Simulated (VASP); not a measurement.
Input of a VASP 6.6.1 run:

The input INCAR:

```
ALGO = Normal
EDIFF = 1E-7
ENCUT = 520
GGA = PE
ISIF = 2
ISMEAR = 0
LASPH = T
LCHARG = F
LREAL = Auto
LWAVE = F
NBANDS = 62
NELM = 60
PREC = Accurate
SIGMA = 0.1
```

File KPOINTS:

```
k-points
0
Gamma
  4 4 4
```

The input POSCAR:

```
K2ZnCdC6N6
1.0
    0.0000000000      5.7091089330      5.7091089330
    5.7091089330      0.0000000000      5.7091089330
    5.7091089330      5.7091089330      0.0000000000
K Zn Cd C N
2 1 1 6 6
Direct
    0.2500000000      0.2500000000      0.2500000000
    0.7500000000      0.7500000000      0.7500000000
    0.5000000000      0.5000000000      0.5000000000
    0.0000000000      0.0000000000      0.0000000000
    0.7894402688      0.2105597312      0.2105597312
    0.2105597312      0.7894402688      0.2105597312
    0.2105597312      0.2105597312      0.7894402688
    0.2105597312      0.7894402688      0.7894402688
    0.7894402688      0.2105597312      0.7894402688
    0.7894402688      0.7894402688      0.2105597312
    0.6870050235      0.3129949765      0.3129949765
    0.3129949765      0.6870050235      0.3129949765
    0.3129949765      0.3129949765      0.6870050235
    0.3129949765      0.6870050235      0.6870050235
    0.6870050235      0.3129949765      0.6870050235
    0.6870050235      0.6870050235      0.3129949765
```

Potentials or basis: VASP PAW PBE potentials, release 64 (K_sv, Zn, Cd, C, N).

The run is started by

```sh
$ cat potpaw_PBE.64/K_sv/POTCAR potpaw_PBE.64/Zn/POTCAR potpaw_PBE.64/Cd/POTCAR potpaw_PBE.64/C/POTCAR potpaw_PBE.64/N/POTCAR > POTCAR
$ mpirun -np 1 vasp_std > vasp.out
```

Q: What does it give for the largest force?

A: 0.380 eV/Å.

Q: Estimate the band gap on the k mesh.

A: 3.53 eV (least direct gap 3.55 eV).

Q: Predict the pressure.

A: 0.6 GPa.

Forces in eV/Å, atoms in the order of the input:
```
K    0.000  0.000  0.000
K    0.000  0.000  0.000
Zn   0.000  0.000  0.000
Cd   0.000  0.000  0.000
C   -0.375  0.000  0.000
C    0.000 -0.375  0.000
C    0.000  0.000 -0.375
C    0.375  0.000  0.000
C    0.000  0.375  0.000
C    0.000  0.000  0.375
N    0.380  0.000  0.000
N    0.000  0.380  0.000
N    0.000  0.000  0.380
N   -0.380  0.000  0.000
N    0.000 -0.380  0.000
N    0.000  0.000 -0.380
```

A k mesh can miss the band edges.
